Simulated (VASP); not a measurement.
# Fe (Fm-3m) in VASP: single point with PBE

Aim: the single point of Fe with PBE.

Program: VASP 6.6.1. These are calculated values, not measurements. Logs are shortened: lines on timing, memory, paths and dates and some standing lists are left out, and cuts for length are marked.

## Step 1: The cell of the first run

The structure is cubic, space group Fm-3m (No. 225). The conventional cell has a = 3.533 Å, b = 3.533 Å, c = 3.533 Å, α = 90.00°, β = 90.00°, γ = 90.00°. Fe (site symmetry m-3m) has 12 Fe at 2.50 Å within 3.3 Å.

This isn't the form of Fe at room conditions, which is bcc.

## Step 2: Single point, PBE, collinear spin, ferromagnetic start

INCAR reads:

```
SYSTEM = Fe
PREC = Accurate
ENCUT = 520
EDIFF = 1E-6
ISMEAR = -1
SIGMA = 0.1
LREAL = .FALSE.
LASPH = .TRUE.
NELM = 150
ALGO = Normal
ISIF = 2
LWAVE = .FALSE.
LCHARG = .FALSE.
ISPIN = 2
MAGMOM = 4 4
LORBIT = 11
LMAXMIX = 4
GGA = PE
NBANDS = 19
ISYM = 0
```

KPOINTS reads:

```
regular mesh
0
G
  8 13 11
  0 0 0
```

POSCAR reads:

```
Fe
1.0
   -1.7665000000     -3.5330000000     -1.7665000000
   -1.7665000000      0.0000000000     -1.7665000000
    1.7665000000      0.0000000000     -1.7665000000
Fe
2
Direct
    0.0000000000      0.0000000000      0.0000000000
    0.5000000000      0.0000000000      0.5000000000
```

Potentials or basis: VASP PAW PBE potentials, release 64 (Fe).

Command:

```
> cat potpaw_PBE.64/Fe/POTCAR > POTCAR
> mpirun -np 1 vasp_std > vasp.out
```

OUTCAR:

```text
SYSTEM = Fe
   PREC = Accurate
   ENCUT = 520
   EDIFF = 1E-6
   ISMEAR = -1
   LREAL = .FALSE.
   LASPH = .TRUE.
   NELM = 150
   ISIF = 2
   ISPIN = 2
   LORBIT = 11
   GGA = PE
   ISYM = 0

 ion  position               nearest neighbor table
   1  0.000  0.000  0.000-   2 2.50   2 2.50   2 2.50   2 2.50   2 2.50   2 2.50   2 2.50   2 2.50

   2  0.500  0.000  0.500-   1 2.50   1 2.50   1 2.50   1 2.50   1 2.50   1 2.50   1 2.50   1 2.50

IMPORTANT INFORMATION: All symmetrisations will be switched off!
NOSYMM: (Re-)initialisation of all symmetry stuff for point group C_1.

----------------------------------------------------------------------------------------

                                     Primitive cell

  volume of cell :      22.0496

  direct lattice vectors                    reciprocal lattice vectors
    -1.766500000 -3.533000000 -1.766500000     0.000000000 -0.283045570  0.000000000
    -1.766500000  0.000000000 -1.766500000    -0.283045570  0.283045570 -0.283045570
     1.766500000  0.000000000 -1.766500000     0.283045570  0.000000000 -0.283045570

  length of vectors
     4.327023631  2.498208258  2.498208258     0.283045570  0.490249309  0.400286884

  position of ions in fractional coordinates (direct lattice)
     0.000000000  0.000000000  0.000000000
     0.500000000  0.000000000  0.500000000

  ion indices of the primitive-cell ions
   primitive index   ion index
                 1           1
                 2           2

----------------------------------------------------------------------------------------

 KPOINTS: regular mesh

Automatic generation of k-mesh.
 Grid dimensions read from file:
 generate k-points for:    8   13   11

 Generating k-lattice:

  Cartesian coordinates                     Fractional coordinates (reciprocal lattice)
     0.000000000 -0.035380696  0.000000000     0.125000000  0.000000000  0.000000000
    -0.021772736  0.021772736 -0.021772736     0.000000000  0.076923077  0.000000000
     0.025731415  0.000000000 -0.025731415     0.000000000  0.000000000  0.090909091

  Length of vectors
     0.035380696  0.037711485  0.036389717

  Shift w.r.t. Gamma in fractional coordinates (k-lattice)
     0.000000000  0.000000000  0.000000000

 -----------------------------------------------------------------------------
|                                                                             |
|           W    W    AA    RRRRR   N    N  II  N    N   GGGG   !!!           |
|           W    W   A  A   R    R  NN   N  II  NN   N  G    G  !!!           |
|           W    W  A    A  R    R  N N  N  II  N N  N  G       !!!           |
|           W WW W  AAAAAA  RRRRR   N  N N  II  N  N N  G  GGG   !            |
|           WW  WW  A    A  R   R   N   NN  II  N   NN  G    G                |
|           W    W  A    A  R    R  N    N  II  N    N   GGGG   !!!           |
|                                                                             |
|     Your reciprocal lattice and k-lattice belong to different lattice       |
|     classes:                                                                |
|                                                                             |
|        The reciprocal lattice is simple tetragonal,                         |
|        whereas your k-lattice is simple monoclinic.                         |
|                                                                             |
|     Results are often still useful ...                                      |
|                                                                             |
 -----------------------------------------------------------------------------

 WARNING: IBZKPT: internal override: KBLOWUP is changed to .FALSE.
      ... skipping the blow-up phase ...

 Subroutine IBZKPT returns following result:
 ===========================================

 Found    573 irreducible k-points:

 Following reciprocal coordinates:
            Coordinates               Weight
  0.000000  0.000000  0.000000      1.000000
  0.125000  0.000000  0.000000      2.000000
  0.250000  0.000000  0.000000      2.000000
  0.375000  0.000000  0.000000      2.000000
  0.500000  0.000000  0.000000      1.000000
  0.000000  0.076923  0.000000      2.000000
[... 16 lines left out ...]
  0.125000  0.230769  0.000000      2.000000
  0.250000  0.230769  0.000000      2.000000
 [... further k-points ...]
   k-points           NKPTS =    573   k-points in BZ     NKDIM =    573   number of bands    NBANDS=     19
   number of dos      NEDOS =    301   number of ions     NIONS =      2
   total plane-waves  NPLWV =  12800
   dimension x,y,z NGX =    32 NGY =   20 NGZ =   20
   dimension x,y,z NGXF=    64 NGYF=   40 NGZF=   40
   ions per type =               2
   NGX,Y,Z   is equivalent  to a cutoff of  12.29, 13.31, 13.31 a.u.
   NGXF,Y,Z  is equivalent  to a cutoff of  24.59, 26.62, 26.62 a.u.
 SYSTEM =  Fe
   PREC   = accura    normal or accurate (medium, high low for compatibility)
   ISTART =      0    job   : 0-new  1-cont  2-samecut
   ICHARG =      2    charge: 1-file 2-atom 10-const
   ISPIN  =      2    spin polarized calculation?
   LNONCOLLINEAR =      F non collinear calculations
   LSORBIT =      F    spin-orbit coupling
   LASPH  =      T    aspherical Exc in radial PAW
   ENCUT  =  520.0 eV  38.22 Ry    6.18 a.u.   8.05  4.65  4.65*2*pi/ulx,y,z
   NELM   =    150;   NELMIN=  2; NELMDL= -5     # of ELM steps
   EDIFF  = 0.1E-05   stopping-criterion for ELM
   LREAL  =      F    real-space projection
   EDIFFG = 0.1E-04   stopping-criterion for IOM
   NSW    =      0    number of steps for IOM
   IBRION =     -1    ionic relax: 0-MD 1-quasi-New 2-CG
   NFREE  =      0    steps in history (QN), initial steepest desc. (CG)
   ISIF   =      2    stress and relaxation
   ISYM   =      0    0-nonsym 1-usesym 2-fastsym
   POTIM  = 0.5000    time-step for ionic-motion
   TEBEG  =    0.0;   TEEND  =   0.0 temperature during run
   PSTRESS=    0.0 pullay stress
   NELECT =      16.0000    total number of electrons
   NUPDOWN=      -1.0000    fix difference up-down
   EMIN   =  10.00;   EMAX   =-10.00  energy-range for DOS
   EFERMI =   0.00;   METHOD = LEGACY
   ISMEAR =    -1;   SIGMA  =   0.10  broadening in eV -4-tet -1-fermi 0-gaus
   EFERMI_NEDOS =   21; number of points for ismear=-14 and -15
   IALGO  =     38    algorithm
   IMIX   =      4    mixing-type and parameters
     AMIX     =   0.40;   BMIX     =  1.00
     AMIX_MAG =   1.60;   BMIX_MAG =  1.00
  volume/ion in A,a.u.               =      11.02        74.40
  Fermi-wavevector in a.u.,A,eV,Ry     =   1.471119  2.780012 29.445614  2.164192
  Thomas-Fermi vector in A             =   2.586294
   LORBIT       =     11    0 simple, 1 ext, 2 COOP (PROOUT), +10 PAW based schemes
   GGA     = PE    functional components
   LHFCALC =     F    Hartree Fock is set to
   AEXX    =    0.0000 exact exchange contribution
   IVDW    =     0    specifies the selected vdW correction
   LEPSILON=     F    determine dielectric tensor
   LRPA    =     F    only Hartree local field effects (RPA)
 spin polarized calculation
  energy-cutoff  :      520.00
  volume of cell :       22.05
 maximum number of plane-waves:       613
   NGX = 17   NGY =  9   NGZ =  9

 number of electron      16.0000003 magnetization       2.5231181

 Free energy of the ion-electron system (eV)
  ---------------------------------------------------
  ext. energy  EPLUGINS =         0.00000000
  ---------------------------------------------------
  free energy    TOTEN  =       -16.21703809 eV

  energy without entropy =      -16.10676287  energy(sigma->0) =      -16.16190048

 E-fermi :   6.1120     XC(G=0): -13.3176

 val. band max:        6.1112895004   @ k =  -0.1250   0.0769   0.4545
 cond. band min:       6.1121152214   @ k =  -0.2500  -0.4615   0.4545
 fundamental gap:      0.0008257210
 Fermi energy:         6.1119819080

 spin component 1

 k-point     1 :       0.0000    0.0000    0.0000
  band No.  band energies     occupation
      1      -2.4624      1.00000
      2       1.0587      1.00000
      3       1.9459      1.00000
      4       4.1784      1.00000
      5       4.1793      1.00000
      6       4.1801      1.00000
[... 11 lines left out ...]
     18      30.7570      0.00000
     19      33.5330      0.00000

 k-point     2 :       0.1250    0.0000    0.0000
  band No.  band energies     occupation
      1      -2.2536      1.00000
      2       1.1084      1.00000
      3       2.0218      1.00000
      4       4.0841      1.00000
      5       4.2505      1.00000
      6       4.2514      1.00000
[... 11 lines left out ...]
     18      30.8365      0.00000
     19      32.3458      0.00000

 k-point     3 :       0.2500    0.0000    0.0000
  band No.  band energies     occupation
      1      -1.6473      1.00000
      2       1.1879      1.00000
      3       2.2412      1.00000
      4       3.8165      1.00000
      5       4.4631      1.00000
      6       4.4640      1.00000
[... 11 lines left out ...]
     18      30.2591      0.00000
     19      30.2591      0.00000

 k-point     4 :       0.3750    0.0000    0.0000
  band No.  band energies     occupation
      1      -0.7200      1.00000
      2       1.0362      1.00000
      3       2.5795      1.00000
      4       3.4304      1.00000
      5       4.5561      1.00000
      6       4.8039      1.00000
[... 407 lines left out ...]
     18      29.2719      0.00000
     19      32.1404      0.00000

 k-point    23 :       0.1250    0.2308    0.0000
  band No.  band energies     occupation
      1      -0.9808      1.00000
      2       1.8251      1.00000
      3       2.4919      1.00000
      4       3.7589      1.00000
      5       4.3631      1.00000
      6       4.4322      1.00000
[... 11 lines left out ...]
     18      28.2328      0.00000
     19      31.9564      0.00000

 k-point    24 :       0.2500    0.2308    0.0000
  band No.  band energies     occupation
      1      -1.1023      1.00000
      2       1.7845      1.00000
      3       2.4612      1.00000
      4       3.7502      1.00000
      5       4.3720      1.00000
      6       4.5187      1.00000
[... 11 lines left out ...]
     18      28.0883      0.00000
     19      32.5850      0.00000

 [... further k-points ...]

 spin component 2

 k-point     1 :       0.0000    0.0000    0.0000
  band No.  band energies     occupation
      1      -2.3448      1.00000
      2       2.1678      1.00000
      3       2.6850      1.00000
      4       5.1152      0.99995
      5       5.1178      0.99995
      6       5.1185      0.99995
[... 11 lines left out ...]
     18      31.1623      0.00000
     19      33.8248      0.00000

 k-point     2 :       0.1250    0.0000    0.0000
  band No.  band energies     occupation
      1      -2.1353      1.00000
      2       2.1759      1.00000
      3       2.7664      1.00000
      4       5.0092      0.99998
      5       5.1923      0.99990
      6       5.1931      0.99990
[... 11 lines left out ...]
     18      31.2425      0.00000
     19      32.6043      0.00000

 k-point     3 :       0.2500    0.0000    0.0000
  band No.  band energies     occupation
      1      -1.5244      1.00000
      2       2.0880      1.00000
      3       3.0021      1.00000
      4       4.7143      1.00000
      5       5.4127      0.99908
      6       5.4134      0.99908
[... 11 lines left out ...]
     18      30.5835      0.00000
     19      30.6181      0.00000

 k-point     4 :       0.3750    0.0000    0.0000
  band No.  band energies     occupation
      1      -0.5734      1.00000
      2       1.5861      1.00000
      3       3.3668      1.00000
      4       4.2910      1.00000
      5       5.7673      0.96913
      6       5.7681      0.96890
[... 407 lines left out ...]
     18      29.1354      0.00000
     19      32.5169      0.00000

 k-point    23 :       0.1250    0.2308    0.0000
  band No.  band energies     occupation
      1      -0.8500      1.00000
      2       2.9271      1.00000
      3       3.2633      1.00000
      4       4.6222      1.00000
      5       5.3833      0.99932
      6       5.4355      0.99885
[... 11 lines left out ...]
     18      28.3583      0.00000
     19      32.1275      0.00000

 k-point    24 :       0.2500    0.2308    0.0000
  band No.  band energies     occupation
      1      -0.9744      1.00000
      2       2.9312      1.00000
      3       3.2093      1.00000
      4       4.6271      1.00000
      5       5.4318      0.99889
      6       5.4735      0.99832
[... 11 lines left out ...]
     18      28.3296      0.00000
     19      32.6884      0.00000

 [... further k-points ...]

------------------------ aborting loop because EDIFF is reached ----------------------------------------

  FORCE on cell =-STRESS in cart. coord.  units (eV):
  Direction    XX          YY          ZZ          XY          YZ          ZX
  --------------------------------------------------------------------------------------
  -------------------------------------------------------------------------------------
  Total       -1.0005034     -0.9900189     -1.0003800     -0.0004931     -0.0004929     -0.0007824
  in kB      -72.6989660    -71.9371408    -72.6899986     -0.0358278     -0.0358119     -0.0568544
  external PRESSURE =     -72.4420351 kB  Pullay stress =       0.0000000 kB

 VOLUME and BASIS-vectors are now :
 -----------------------------------------------------------------------------
  energy-cutoff  :      520.00
  volume of cell :       22.05
      direct lattice vectors                 reciprocal lattice vectors
    -1.766500000 -3.533000000 -1.766500000     0.000000000 -0.283045570  0.000000000
    -1.766500000  0.000000000 -1.766500000    -0.283045570  0.283045570 -0.283045570
     1.766500000  0.000000000 -1.766500000     0.283045570  0.000000000 -0.283045570

 POSITION                                       TOTAL-FORCE (eV/Angst)
 -----------------------------------------------------------------------------------
      0.00000      0.00000      0.00000        -0.000000      0.000000      0.000000
      0.00000     -1.76650     -1.76650         0.000000     -0.000000     -0.000000
 -----------------------------------------------------------------------------------
    total drift:                                0.000000      0.000000     -0.000000

  FREE ENERGIE OF THE ION-ELECTRON SYSTEM (eV)
  ---------------------------------------------------
  free  energy   TOTEN  =       -16.2170380896 eV

  energy  without entropy=      -16.1067628731  energy(sigma->0) =      -16.16190048

 total charge

# of ion       s       p       d       tot
------------------------------------------
    1        0.502   0.563   6.262   7.327
    2        0.502   0.563   6.262   7.327
--------------------------------------------------
tot          1.004   1.125  12.525  14.654

 magnetization (x)

# of ion       s       p       d       tot
------------------------------------------
    1       -0.008  -0.026   1.288   1.254
    2       -0.008  -0.026   1.288   1.254
--------------------------------------------------
tot         -0.017  -0.052   2.576   2.507
```

Run time: 3.9 min. Hardware: 1 thread of Intel Xeon Platinum 8488C (Sapphire Rapids), shared host; peak memory 0.42 GiB.

Results:

* Free energy: -16.2170 eV
* Pressure: -7.2 GPa
* Net moment: 2.52 μB per cell
* Site moments: Fe +1.25 μB
* Valence electrons inside the program's atomic spheres: Fe 7.33

Levels at points of the mesh, in eV from the Fermi level:
Spin up:
```
           k point  band 7  band 8  band 9  band 10  band 11  band 12
(0.00, 0.00, 0.00)   -0.95   -0.95   -0.06     0.61     0.61     2.92
(0.50, 0.00, 0.00)   -0.86   -0.86   -0.86    -0.86    -0.52    -0.52
```
Spin down:
| k point | band 4 | band 5 | band 6 | band 7 | band 8 | band 9 | band 10 | band 11 |
| --- | --- | --- | --- | --- | --- | --- | --- | --- |
| (0.00, 0.00, 0.00) | -1.00 | -0.99 | -0.99 | 0.88 | 0.88 | 1.69 | 1.69 | 1.86 |
| (0.50, 0.00, 0.00) | -2.30 | -0.15 | -0.15 | 0.12 | 0.12 | 0.12 | 0.12 | 1.36 |

Caveat: the cell stands under tension.
